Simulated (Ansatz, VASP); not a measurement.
KCl in VASP and in Ansatz

File INCAR:

```
SYSTEM = KCl
PREC = Accurate
ENCUT = 520
EDIFF = 1E-8
ISMEAR = -1
SIGMA = 0.03
LREAL = .FALSE.
LASPH = .TRUE.
NELM = 100
ALGO = Normal
ISIF = 2
LWAVE = .FALSE.
LCHARG = .FALSE.
GGA = PE
LEFG = .TRUE.
NBANDS = 15
```

Contents of KPOINTS:

```
Automatic mesh
0
G
  7 7 7
  0 0 0
```

File POSCAR:

```
KCl
1.0
    0.0000000000      3.1561000000      3.0614170000
    3.1561000000      0.0000000000      3.0614170000
    3.1561000000      3.1561000000      0.0000000000
K Cl
1 1
Direct
    0.0000000000      0.0000000000      0.0000000000
    0.5000000000      0.5000000000      0.5000000000
```

Input for Ansatz:

```yaml
crystal:
  lattice:
    - [0.0, 3.1561, 3.061417]
    - [3.1561, 0.0, 3.061417]
    - [3.1561, 3.1561, 0.0]
  atoms:
    - { symbol: K, position: [0.0, 0.0, 0.0] }
    - { symbol: Cl, position: [0.5, 0.5, 0.5] }
kpoints:
  mp_grid: { grid: [7, 7, 7] }
scf:
  occupations: { method: fermi_dirac, width: 0.03 }
hamiltonian:
  xc: pbe
  pseudopotentials: { kind: paw }
output:
  forces: true
  stress: true
  eigenvalues: true
  efg: { contact_densities: true }
```

Change from the starting cell: zz strain of -3 %, PAW files.

Alike in both runs: task electric field gradients; functional PBE; k mesh 7 × 7 × 7; occupations fermi-dirac, width 0.03 eV; no spin polarisation.

```csv
,VASP,Ansatz
version,VASP 6.6.1,Ansatz 0.2.0
potentials or method,"VASP PAW PBE potentials, release 64 (K_sv, Cl)","PAW with Ansatz's default frozen-core files, scalar-relativistic"
plane-wave cutoff (eV),520,420
valence electrons in the cell,16,16
```

```csv
,VASP,Ansatz,Ansatz less VASP
gap on the k mesh at the Fermi level (eV),5.24,5.24,+0.003
pressure (GPa),1.3,1.3,-0.03
"traceless stress, the component that is largest in VASP (GPa)",0.92,0.91,-0.017
size of Vzz on the site where it differs most (V/Å²),3.6,3.6,-0.07
```
